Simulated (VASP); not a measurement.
Write the native input for VASP 6.6.1 that does the following.

```
Task                   : single point
Functional             : PBEsol
Potentials or basis    : VASP PAW PBE potentials, release 64 (Sb, Au, Br)
Cutoff                 : 520 eV
k mesh                 : 4 × 4 × 4
Occupations            : fermi-dirac, width 0.05 eV
Spin                   : no spin polarisation
Dipole correction      : no
Further INCAR settings : ALGO = Normal; EDIFF = 1e-07; NBANDS = 31
```

The structure of SbAuBr4 lies in POSCAR:

```
SbAuBr4
1.0
    7.6399264911     -3.0637764218     -0.4075207531
    7.0863382766      0.8130344090      0.4861743340
   -3.2904760881      1.9478818657      7.6637130912
Sb Au Br
1 1 4
Direct
    0.5003714305      0.4972618162      0.4988710609
    0.0003886031     -0.0027798487     -0.0010432582
    0.2846942852      0.9781437299      0.2917039177
    0.2269451609      0.0040805960      0.7293385175
    0.7163621484      0.0161596052      0.7061108779
    0.7730918702      0.9910133715      0.2682130064
```

These files were run (other wordings do the same):

INCAR

```
SYSTEM = SbAuBr4
ALGO     = Normal         ! electronic algorithm
EDIFF    = 1E-7           ! SCF threshold, eV
ENCUT    = 520            ! plane-wave cutoff, eV
GGA      = PS             ! functional
ISIF     = 2              ! what is computed and relaxed
ISMEAR   = -1             ! smearing method
LASPH    = .True.         ! aspherical terms in the spheres
LCHARG   = .True.         ! write CHGCAR
LELF     = .True.         ! ELF
LREAL    = .False.        ! projectors in reciprocal space
LVHAR    = .True.       
LWAVE    = .False.        ! write WAVECAR
NBANDS   = 31             ! bands
NELM     = 80             ! most SCF steps
PREC     = Accurate       ! precision mode
SIGMA    = 0.05           ! smearing width, eV
```

KPOINTS

```
k-points
0
Gamma
  4 4 4
  0 0 0
```

Potentials or basis: VASP PAW PBE potentials, release 64 (Sb, Au, Br).

Command:

```sh
$ cat potpaw_PBE.64/Sb/POTCAR potpaw_PBE.64/Au/POTCAR potpaw_PBE.64/Br/POTCAR > POTCAR
$ mpirun -np 1 vasp_std > vasp.out
```

It gave:

The pressure is 0.0 GPa. The largest force is 0.007 eV/Å. The band gap on the k mesh is 1.58 eV (least direct gap 1.70 eV).

Caveat: the PAW data sets were made with another functional, which shifts forces and pressure a little; spin-orbit coupling is left out, which moves the levels of the heavy elements.

It took 14 min on 1 thread of Intel Xeon 8259CL, with other jobs on the host, peak memory 0.64 GiB.
